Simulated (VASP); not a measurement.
## Si: single point with PBE

The system is Si.

```
Si
1.0
     3.85108    0.00000    0.00000
    -1.92554    3.33514    0.00000
     0.00000    0.00000    6.36468
Si
4
Direct
  0.33333 0.66667 0.05822
  0.66667 0.33333 0.55822
  0.33333 0.66667 0.44178
  0.66667 0.33333 0.94178
```

This cell differs from its parent crystal: c/a of the conventional cell at fixed volume 1.6527.

| Quantity | Value |
| --- | --- |
| Program | VASP 6.6.1 |
| Task | single point |
| Functional | PBE |
| Potentials or basis | VASP PAW PBE potentials, release 64 (Si) |
| Cutoff | 520 eV |
| k mesh | 12 × 12 × 6 |
| Occupations | gaussian, width 0.05 eV |
| Spin | no spin polarisation |
| Dipole correction | no |
| Further INCAR settings | ALGO = Normal; EDIFF = 1e-06; NBANDS = 16 |

The pressure is 0.1 GPa, the largest force is 0.699 eV/Å and the band gap on the k mesh is 0.38 eV, indirect (least direct gap 0.90 eV).

Forces in eV/Å, atoms in the order of the input:
```
Si   0.000  0.000  0.699
Si   0.000  0.000  0.699
Si   0.000  0.000 -0.699
Si   0.000  0.000 -0.699
```

Stress tensor (GPa, compression positive):
```
 1.24  0.00  0.00
 0.00  1.24  0.00
 0.00  0.00 -2.04
```

Levels at points of the mesh, in eV from the valence-band top:
```csv
k point,band 5,band 6,band 7,band 8,band 9,band 10,band 11,band 12
"(0.00, 0.00, 0.00)",-1.56,-0.16,-0.16,0.00,0.90,2.07,2.07,2.18
"(0.50, 0.00, 0.00)",-4.43,-3.06,-2.74,-1.57,0.38,2.25,3.28,3.37
"(0.00, 0.00, 0.50)",-1.00,-1.00,-1.00,-1.00,1.67,1.67,2.95,2.95
"(0.50, 0.00, 0.50)",-2.46,-2.46,-2.27,-2.27,0.96,0.96,1.60,1.60
```

It took 45 s on 1 thread of Intel(R) Xeon(R) 6975P-C (Granite Rapids) (shared host), peak memory 0.22 GiB.

 A k mesh can miss the band edges.
